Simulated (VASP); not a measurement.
# CdS: single point with r2SCAN

The system is CdS.

```
Cd S
1.0
     4.20358    0.00000    0.00000
    -2.10179    3.64041    0.00000
     0.00000    0.00000    5.72573
Cd S
1 1
Direct
  0.00000 0.00000 0.44269
  0.66667 0.33333 0.43431
```

```
Program                : VASP 6.6.1
Task                   : single point
Functional             : r2SCAN
Potentials or basis    : VASP PAW PBE potentials, release 64 (Cd_sv_GW, S)
Cutoff                 : 700 eV
k mesh                 : 6 × 6 × 4
Occupations            : gaussian, width 0.01 eV
Spin                   : no spin polarisation
Dipole correction      : no
Further INCAR settings : ALGO = Normal; EDIFF = 1e-06; NBANDS = 20
```

```
Pressure               : 0.3 GPa
Largest force          : 0.004 eV/Å
Band gap on the k mesh : 1.97 eV
```

Forces on the atoms (eV/Å):
```
Cd   0.000  0.000 -0.004
S    0.000  0.000  0.004
```

Stress tensor (GPa, compression positive):
```
 0.55  0.00  0.00
 0.00  0.55  0.00
 0.00  0.00 -0.11
```

Levels at points of the mesh, in eV from the valence-band top:
| k point | band 11 | band 12 | band 13 | band 14 | band 15 | band 16 |
| --- | --- | --- | --- | --- | --- | --- |
| (0.00, 0.00, 0.00) | -1.30 | 0.00 | 0.00 | 1.97 | 5.85 | 7.45 |
| (0.50, 0.00, 0.00) | -3.79 | -1.45 | -0.32 | 4.17 | 5.54 | 7.08 |
| (0.00, 0.00, 0.50) | -1.53 | 0.00 | 0.00 | 2.35 | 5.33 | 7.51 |
| (0.50, 0.00, 0.50) | -3.76 | -1.45 | -0.45 | 4.36 | 4.52 | 8.09 |

It took 2.1 min on 1 thread of Intel(R) Xeon(R) 6975P-C (Granite Rapids), with other jobs on the host, peak memory 0.31 GiB.

Caveat: the PAW data sets were made with another functional, which shifts forces and pressure a little. A k mesh can miss the band edges.
